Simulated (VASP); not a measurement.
# GdO (F-43m) in VASP: notebook

Aim: see how the results for GdO move with the level of theory and the settings. Levels: PBE-based screened hybrid with 25 % exact exchange, r2SCAN0, PBE0, PBE-based global hybrid with 10 % exact exchange. Tasks: single point.

All numbers are computed with VASP 6.6.1; they aren't measurements. Logs are shortened: lines on timing, memory, paths and dates and some standing lists are left out, and cuts for length are marked.

**1. The cell of the first run**

It takes space group F-43m (No. 216, cubic). Conventional cell: a = 5.400 Å, b = 5.400 Å, c = 5.400 Å, α = 90.00°, β = 90.00°, γ = 90.00°. Within 3.1 Å of Gd (site symmetry -43m) lie 4 O at 2.34 Å. Within 3.1 Å of O (site symmetry -43m) lie 4 Gd at 2.34 Å.

**2. Single point, PBE-based screened hybrid with 25 % exact exchange, collinear spin, ferromagnetic start**

POSCAR

```
GdO
1.0
    0.0000000000      2.7000000000      2.7000000000
    2.7000000000      0.0000000000      2.7000000000
    2.7000000000      2.7000000000      0.0000000000
Gd O
1 1
Direct
    0.0000000000      0.0000000000      0.0000000000
    0.7500000000      0.7500000000      0.7500000000
```

INCAR.step1

```
PREC = Accurate ; ENCUT = 520
EDIFF = 1E-5 ; ISMEAR = -1
SIGMA = 0.05 ; LREAL = F
LASPH = T ; NELM = 150
ALGO = Normal ; ISIF = 2
LWAVE = T ; ISPIN = 2
MAGMOM = 7 0 ; LORBIT = 11
LMAXMIX = 6 ; NBANDS = 23
GGA = PE ; KPAR = 4
```

INCAR.step2

```
PREC = Accurate ; ENCUT = 520
EDIFF = 1E-6 ; ISMEAR = -1
SIGMA = 0.05 ; LREAL = F
LASPH = T ; NELM = 150
ALGO = Normal ; ISIF = 2
LWAVE = F ; LCHARG = T
ISPIN = 2 ; MAGMOM = 7 0
LORBIT = 11 ; LMAXMIX = 6
GGA = PE ; LHFCALC = T
AEXX = 0.25 ; HFSCREEN = 0.3
PRECFOCK = Normal ; LVHAR = T
NBANDS = 23 ; ISTART = 1
KPAR = 4
```

KPOINTS

```
regular mesh
0
Gamma
  5 5 5
```

Potentials or basis: VASP PAW PBE potentials, release 64 (Gd, O).

Launch:

```bash
$ cat potpaw_PBE.64/Gd/POTCAR potpaw_PBE.64/O/POTCAR > POTCAR
$ cp INCAR.step1 INCAR
$ mpirun -np 4 vasp_std > vasp.out
$ cp INCAR.step2 INCAR
$ mpirun -np 4 vasp_std > vasp.out
```

OUTCAR:

```text
PREC = Accurate
   ENCUT = 520
   EDIFF = 1E-6
   ISMEAR = -1
   LREAL = F
   LASPH = T
   NELM = 150
   ISIF = 2
   ISPIN = 2
   LORBIT = 11
   GGA = PE
   LHFCALC = T
   AEXX = 0.25
   HFSCREEN = 0.3
   PRECFOCK = Normal
   ISTART = 1

 ion  position               nearest neighbor table
   1  0.000  0.000  0.000-   2 2.34   2 2.34   2 2.34   2 2.34
   2  0.750  0.750  0.750-   1 2.34   1 2.34   1 2.34   1 2.34

  LATTYP: Found a face centered cubic cell.
 ALAT       =     5.4000000000

  Lattice vectors:

 A1 = (   0.0000000000,   2.7000000000,   2.7000000000)
 A2 = (   2.7000000000,   0.0000000000,   2.7000000000)
 A3 = (   2.7000000000,   2.7000000000,   0.0000000000)

Analysis of symmetry for initial positions (statically):
=====================================================================
 Subroutine PRICEL returns:
 Original cell was already a primitive cell.

 Routine SETGRP: Setting up the symmetry group for a
 face centered cubic supercell.

 Subroutine GETGRP returns: Found 24 space group operations
 (whereof 24 operations were pure point group operations)
 out of a pool of 48 trial point group operations.

The static configuration has the point symmetry T_d .

Analysis of symmetry for dynamics (positions and initial velocities):
=====================================================================
 Subroutine PRICEL returns:
 Original cell was already a primitive cell.

 Routine SETGRP: Setting up the symmetry group for a
 face centered cubic supercell.

 Subroutine GETGRP returns: Found 24 space group operations
 (whereof 24 operations were pure point group operations)
 out of a pool of 48 trial point group operations.

The dynamic configuration has the point symmetry T_d .

Analysis of structural, dynamic, and magnetic symmetry:
=====================================================================
 Subroutine PRICEL returns:
 Original cell was already a primitive cell.

 Routine SETGRP: Setting up the symmetry group for a
 face centered cubic supercell.

 Subroutine GETGRP returns: Found 24 space group operations
 (whereof 24 operations were pure point group operations)
 out of a pool of 48 trial point group operations.

The overall configuration has the point symmetry T_d .
[... 108 lines left out ...]
   LORBIT       =     11    0 simple, 1 ext, 2 COOP (PROOUT), +10 PAW based schemes
   GGA     = PE    functional components
   LHFCALC =     T    Hartree Fock is set to
   PRECFOCK=normal    Normal, Fast or Accurate (Low or Medium for compatibility)
   ENCUT4O =  -1.0   cutoff for four orbital integrals eV
   NKREDX  =     1    reduce k-point grid by
   NKREDY  =     1    reduce k-point grid by
   NKREDZ  =     1    reduce k-point grid by
   AEXX    =    0.2500 exact exchange contribution
   HFSCREEN=    0.3000 screening length (either q_TF or 0.3 A-1)
   HFSCREENC=   0.3000 screening length for correlation (either q_TF or 0.3 A-1)
   ENCUTFOCK=  -1.0 apply spherical cutoff to Coloumb kernel
   IVDW    =     0    specifies the selected vdW correction
   LEPSILON=     F    determine dielectric tensor
   LRPA    =     F    only Hartree local field effects (RPA)
 spin polarized calculation
  energy-cutoff  :      520.00
  volume of cell :       39.37
 maximum number of plane-waves:      1073
  NGX = 24; NGY = 24; NGZ = 24

 number of electron      23.9999990 magnetization       7.9857665

 Free energy of the ion-electron system (eV)
  ---------------------------------------------------
  ext. energy  EPLUGINS =         0.00000000
  ---------------------------------------------------
  free energy    TOTEN  =       -35.28002208 eV

  energy without entropy =      -35.27860385  energy(sigma->0) =      -35.27931296

 E-fermi :   3.9784     XC(G=0):  -8.4936

 val. band max:        3.8749969461   @ k =   0.4000   0.0000   0.0000
 cond. band min:       4.3491317765   @ k =   0.2000   0.0000   0.0000
 fundamental gap:      0.4741348304
 Fermi energy:         3.9783723709

 spin component 1

 k-point     1 :       0.0000    0.0000    0.0000
  band No.  band energies     occupation
      1     -44.8466      1.00000
      2     -20.7923      1.00000
      3     -20.7923      1.00000
      4     -20.7923      1.00000
      5     -17.7076      1.00000
      6      -4.4563      1.00000
[... 249 lines left out ...]
     22      13.2329      0.00000
     23      14.5143      0.00000
 Fermi energy:         3.9783723709

 spin component 2

 k-point     1 :       0.0000    0.0000    0.0000
  band No.  band energies     occupation
      1     -41.3202      1.00000
      2     -18.1039      1.00000
      3     -18.1039      1.00000
      4     -18.1039      1.00000
      5     -17.5466      1.00000
      6      -2.3412      1.00000
[... 249 lines left out ...]
     22      14.6332      0.00000
     23      16.0892      0.00000

------------------------ aborting loop because EDIFF is reached ----------------------------------------

  FORCE on cell =-STRESS in cart. coord.  units (eV):
  Direction    XX          YY          ZZ          XY          YZ          ZX
  --------------------------------------------------------------------------------------
  -------------------------------------------------------------------------------------
  Total       -0.5247474     -0.5247474     -0.5247474      0.0000000      0.0000000      0.0000000
  in kB      -21.3569675    -21.3569675    -21.3569675      0.0000000      0.0000000      0.0000000
  external PRESSURE =     -21.3569675 kB  Pullay stress =       0.0000000 kB

 VOLUME and BASIS-vectors are now :
 -----------------------------------------------------------------------------
  energy-cutoff  :      520.00
  volume of cell :       39.37
      direct lattice vectors                 reciprocal lattice vectors
     0.000000000  2.700000000  2.700000000    -0.185185185  0.185185185  0.185185185
     2.700000000  0.000000000  2.700000000     0.185185185 -0.185185185  0.185185185
     2.700000000  2.700000000  0.000000000     0.185185185  0.185185185 -0.185185185

 POSITION                                       TOTAL-FORCE (eV/Angst)
 -----------------------------------------------------------------------------------
      0.00000      0.00000      0.00000         0.000000      0.000000      0.000000
      4.05000      4.05000      4.05000        -0.000000     -0.000000     -0.000000
 -----------------------------------------------------------------------------------
    total drift:                                0.000004     -0.000006     -0.000004

  FREE ENERGIE OF THE ION-ELECTRON SYSTEM (eV)
  ---------------------------------------------------
  free  energy   TOTEN  =       -35.2800220754 eV

  energy  without entropy=      -35.2786038515  energy(sigma->0) =      -35.27931296

 total charge

# of ion       s       p       d       f       tot
--------------------------------------------------
    1        2.031   5.666   0.471   6.977  15.144
    2        1.570   3.471   0.000   0.000   5.040
--------------------------------------------------
tot          3.601   9.136   0.471   6.977  20.185

 magnetization (x)

# of ion       s       p       d       f       tot
--------------------------------------------------
    1        0.007  -0.042   0.193   6.914   7.072
    2        0.007   0.018   0.000   0.000   0.025
--------------------------------------------------
tot          0.014  -0.024   0.193   6.914   7.097
```

OUTCAR.step1:

```text
PREC = Accurate
   ENCUT = 520
   EDIFF = 1E-5
   ISMEAR = -1
   LREAL = F
   LASPH = T
   NELM = 150
   ISIF = 2
[... 753 lines left out ...]
 total charge

# of ion       s       p       d       f       tot
--------------------------------------------------
    1        2.032   5.634   0.479   7.066  15.211
    2        1.568   3.428   0.000   0.000   4.996
--------------------------------------------------
tot          3.600   9.062   0.479   7.066  20.207

 magnetization (x)

# of ion       s       p       d       f       tot
--------------------------------------------------
    1        0.001  -0.056   0.183   6.755   6.883
    2        0.002  -0.017   0.000   0.000  -0.015
--------------------------------------------------
tot          0.003  -0.072   0.183   6.755   6.868
```

Run time: 15 min. Hardware: 4 MPI ranks of Intel Xeon Platinum 8488C (Sapphire Rapids), shared host; peak memory 0.29 GiB.

What came out:

```yaml
Free_energy: -35.2800 eV
Pressure: -2.1 GPa
Band_gap_on_the_k_mesh: zero (filled and empty bands overlap)
Net_moment: 7.99 μB per cell
Site_moments: Gd +7.07; O +0.03 μB
Valence_electrons_inside_the_program's_atomic_spheres: Gd 15.14; O 5.04
```

Caveat: the k points lie up to 0.40 Å⁻¹ apart, too coarse for converged energies and pressures of a metal; the PAW data sets were made with another functional, which shifts forces and pressure a little; spin-orbit coupling is left out, which moves the levels of the heavy elements; a cell with one magnetic atom can't hold antiferromagnetic order, which such compounds often take.

**3. Single point, r2SCAN0, collinear spin, ferromagnetic start**

POSCAR is that of step 2.

INCAR.step1

```
SYSTEM = GdO
PREC = Accurate
ENCUT = 520
EDIFF = 1E-5
ISMEAR = -1
SIGMA = 0.05
LREAL = .False.
LASPH = .True.
NELM = 150
ALGO = Normal
ISIF = 2
LWAVE = .True.
LCHARG = .False.
ISPIN = 2
MAGMOM = 7 0
LORBIT = 11
LMAXMIX = 6
NBANDS = 23
GGA = PE
KPAR = 4
```

INCAR.step2

```
SYSTEM = GdO
PREC = Accurate
ENCUT = 520
EDIFF = 1E-6
ISMEAR = -1
SIGMA = 0.05
LREAL = .False.
LASPH = .True.
NELM = 150
ALGO = Normal
ISIF = 2
LWAVE = .False.
LCHARG = .False.
ISPIN = 2
MAGMOM = 7 0
LORBIT = 11
LMAXMIX = 6
METAGGA = R2SCAN
LHFCALC = .True.
AEXX = 0.25
LMIXTAU = .True.
PRECFOCK = Normal
NBANDS = 23
ISTART = 1
KPAR = 4
```

KPOINTS

```
regular mesh
0
Gamma
  5 5 5
  0 0 0
```

Potentials or basis: VASP PAW PBE potentials, release 64 (Gd, O).

Launch:

```bash
$ cat potpaw_PBE.64/Gd/POTCAR potpaw_PBE.64/O/POTCAR > POTCAR
$ cp INCAR.step1 INCAR
$ mpirun -np 4 vasp_std > vasp.out
$ cp INCAR.step2 INCAR
$ mpirun -np 4 vasp_std > vasp.out
```

Run time: 25 min. Hardware: 4 MPI ranks of Intel Xeon Platinum 8259CL at 2.50GHz (Skylake/Cascade Lake), shared host; peak memory 0.22 GiB.

Results (log left out):

```yaml
Free_energy: -62.0304 eV
Pressure: -2.8 GPa
Band_gap_on_the_k_mesh: zero (filled and empty bands overlap)
Net_moment: 7.98 μB per cell
Site_moments: Gd +7.03; O +0.04 μB
Valence_electrons_inside_the_program's_atomic_spheres: Gd 15.14; O 5.07
```

Levels at points of the mesh, in eV from the Fermi level:
Spin up:
| k point | band 12 | band 13 | band 14 | band 15 | band 16 | band 17 | band 18 | band 19 | band 20 | band 21 |
| --- | --- | --- | --- | --- | --- | --- | --- | --- | --- | --- |
| (0.00, 0.00, 0.00) | -8.71 | -6.70 | -6.70 | -6.70 | -2.88 | 4.31 | 4.31 | 6.08 | 6.08 | 6.08 |
Spin down:
```tsv
k point	band 6	band 7	band 8	band 9	band 10	band 11
(0.00, 0.00, 0.00)	-6.55	-6.55	-6.55	-0.21	5.14	5.14
```

Caveat: the k points lie up to 0.40 Å⁻¹ apart; the PAW data sets were made with another functional, which shifts forces and pressure a little; spin-orbit coupling is left out, which moves the levels of the heavy elements; a cell with one magnetic atom can't hold antiferromagnetic order, which such compounds often take.

**4. Single point, PBE0, collinear spin, ferromagnetic start**

POSCAR is that of step 3.

INCAR.step1

```
ALGO = Normal ; EDIFF = 1E-5
ENCUT = 520 ; GGA = PE
ISIF = 2 ; ISMEAR = -1
ISPIN = 2 ; LASPH = T
LCHARG = F ; LMAXMIX = 6
LORBIT = 11 ; LREAL = F
LWAVE = T ; MAGMOM = 7 0
NBANDS = 23 ; NELM = 150
PREC = Accurate ; SIGMA = 0.05
```

INCAR.step2

```
AEXX = 0.25 ; ALGO = Normal
EDIFF = 1E-6 ; ENCUT = 520
GGA = PE ; ISIF = 2
ISMEAR = -1 ; ISPIN = 2
ISTART = 1 ; LASPH = T
LCHARG = F ; LHFCALC = T
LMAXMIX = 6 ; LORBIT = 11
LREAL = F ; LWAVE = F
MAGMOM = 7 0 ; NBANDS = 23
NELM = 150 ; PREC = Accurate
PRECFOCK = Normal ; SIGMA = 0.05
```

KPOINTS

```
k-points
0
Gamma
  4 4 4
```

Potentials or basis: VASP PAW PBE potentials, release 64 (Gd, O).

Launch:

```bash
$ cat potpaw_PBE.64/Gd/POTCAR potpaw_PBE.64/O/POTCAR > POTCAR
$ cp INCAR.step1 INCAR
$ mpirun -np 1 vasp_std > vasp.out
$ cp INCAR.step2 INCAR
$ mpirun -np 1 vasp_std > vasp.out
```

OUTCAR:

```text
AEXX = 0.25
   EDIFF = 1E-6
   ENCUT = 520
   GGA = PE
   ISIF = 2
   ISMEAR = -1
   ISPIN = 2
   ISTART = 1
   LASPH = T
   LHFCALC = T
   LORBIT = 11
   LREAL = F
   NELM = 150
   PREC = Accurate
   PRECFOCK = Normal

 ion  position               nearest neighbor table
   1  0.000  0.000  0.000-   2 2.34   2 2.34   2 2.34   2 2.34
   2  0.750  0.750  0.750-   1 2.34   1 2.34   1 2.34   1 2.34

  LATTYP: Found a face centered cubic cell.
 ALAT       =     5.4000000000

  Lattice vectors:

 A1 = (   0.0000000000,   2.7000000000,   2.7000000000)
[... 619 lines left out ...]
 VOLUME and BASIS-vectors are now :
 -----------------------------------------------------------------------------
  energy-cutoff  :      520.00
  volume of cell :       39.37
      direct lattice vectors                 reciprocal lattice vectors
     0.000000000  2.700000000  2.700000000    -0.185185185  0.185185185  0.185185185
     2.700000000  0.000000000  2.700000000     0.185185185 -0.185185185  0.185185185
     2.700000000  2.700000000  0.000000000     0.185185185  0.185185185 -0.185185185

 POSITION                                       TOTAL-FORCE (eV/Angst)
 -----------------------------------------------------------------------------------
      0.00000      0.00000      0.00000         0.000000      0.000000      0.000000
      4.05000      4.05000      4.05000        -0.000000     -0.000000     -0.000000
 -----------------------------------------------------------------------------------
    total drift:                               -0.000010      0.000008     -0.000014

  FREE ENERGIE OF THE ION-ELECTRON SYSTEM (eV)
  ---------------------------------------------------
  free  energy   TOTEN  =       -38.4750262458 eV

  energy  without entropy=      -38.4732638653  energy(sigma->0) =      -38.47414506

 total charge

# of ion       s       p       d       f       tot
--------------------------------------------------
    1        2.032   5.668   0.461   6.977  15.138
    2        1.570   3.473   0.000   0.000   5.043
--------------------------------------------------
tot          3.601   9.141   0.461   6.977  20.180

 magnetization (x)

# of ion       s       p       d       f       tot
--------------------------------------------------
    1        0.006  -0.041   0.185   6.914   7.064
    2        0.007   0.022   0.000   0.000   0.028
--------------------------------------------------
tot          0.013  -0.019   0.185   6.914   7.092
```

OUTCAR.step1:

```text
EDIFF = 1E-5
   ENCUT = 520
   GGA = PE
   ISIF = 2
   ISMEAR = -1
   ISPIN = 2
   LASPH = T
[... 647 lines left out ...]

 total charge

# of ion       s       p       d       f       tot
--------------------------------------------------
    1        2.034   5.635   0.473   7.068  15.209
    2        1.568   3.427   0.000   0.000   4.996
--------------------------------------------------
tot          3.602   9.062   0.473   7.068  20.205

 magnetization (x)

# of ion       s       p       d       f       tot
--------------------------------------------------
    1        0.002  -0.055   0.176   6.754   6.877
    2        0.003  -0.016   0.000   0.000  -0.013
--------------------------------------------------
tot          0.005  -0.071   0.176   6.754   6.864
```

OSZICAR.step1:

```text
N       E                     dE             d eps       ncg     rms          rms(c)
DAV:   1     0.158589882144E+03    0.15859E+03   -0.88615E+03  1036   0.556E+03
DAV:   2     0.136461543814E+00   -0.15845E+03   -0.13727E+03  1034   0.477E+02
[... 12 lines left out ...]
DAV:  15    -0.220481956671E+02   -0.45885E-03   -0.40563E-03  1209   0.788E-01    0.591E-01
DAV:  16    -0.220481496257E+02    0.46041E-04   -0.36461E-04  1170   0.271E-01    0.392E-01
DAV:  17    -0.220481001709E+02    0.49455E-04   -0.25113E-04  1100   0.819E-01    0.189E-01
DAV:  18    -0.220481275256E+02   -0.27355E-04   -0.13773E-04  1171   0.478E-01    0.149E-01
DAV:  19    -0.220481164692E+02    0.11056E-04   -0.29543E-05   868   0.260E-01    0.564E-02
DAV:  20    -0.220481136294E+02    0.28398E-05   -0.36728E-06   607   0.858E-02
   1 F= -.22048114E+02 E0= -.22040098E+02  d E =-.160319E-01  mag=     7.5868
```

Run time: 38 min. Hardware: 1 thread of AMD EPYC 7R13 (Zen 3), shared host; peak memory 0.18 GiB.

Results:

```
Free energy                                           : -38.4750 eV
Pressure                                              : -2.2 GPa
Band gap on the k mesh                                : zero (filled and empty bands overlap)
Net moment                                            : 7.97 μB per cell
Site moments                                          : Gd +7.06; O +0.03 μB
Valence electrons inside the program's atomic spheres : Gd 15.14; O 5.04
```

Levels at points of the mesh, in eV from the Fermi level:
Spin up:
```tsv
k point	band 14	band 15	band 16	band 17	band 18	band 19
(0.00, 0.00, 0.00)	-6.67	-6.67	-2.97	3.93	3.93	5.79
(0.50, 0.00, 0.00)	-6.24	-6.24	-0.05	3.74	3.74	4.02
(0.50, 0.50, 0.00)	-5.50	-5.50	-1.50	2.19	5.61	5.84
```
Spin down:
| k point | band 5 | band 6 | band 7 | band 8 | band 9 | band 10 | band 11 | band 12 |
| --- | --- | --- | --- | --- | --- | --- | --- | --- |
| (0.00, 0.00, 0.00) | -21.79 | -6.56 | -6.56 | -6.56 | -0.73 | 4.18 | 4.18 | 4.18 |
| (0.50, 0.00, 0.00) | -20.19 | -6.12 | -6.12 | -6.10 | 2.68 | 3.70 | 4.04 | 4.04 |
| (0.50, 0.50, 0.00) | -19.79 | -7.11 | -5.38 | -5.38 | 2.19 | 2.70 | 4.25 | 4.33 |

Caveat: the k points lie up to 0.50 Å⁻¹ apart, too coarse for converged energies and pressures of a metal; the PAW data sets were made with another functional, which shifts forces and pressure a little; spin-orbit coupling is left out, which moves the levels of the heavy elements; a cell with one magnetic atom can't hold antiferromagnetic order, which such compounds often take.

[end of part 1 of 2]

The gap in the log of VASP goes by the Fermi energy; the results here count the filled bands.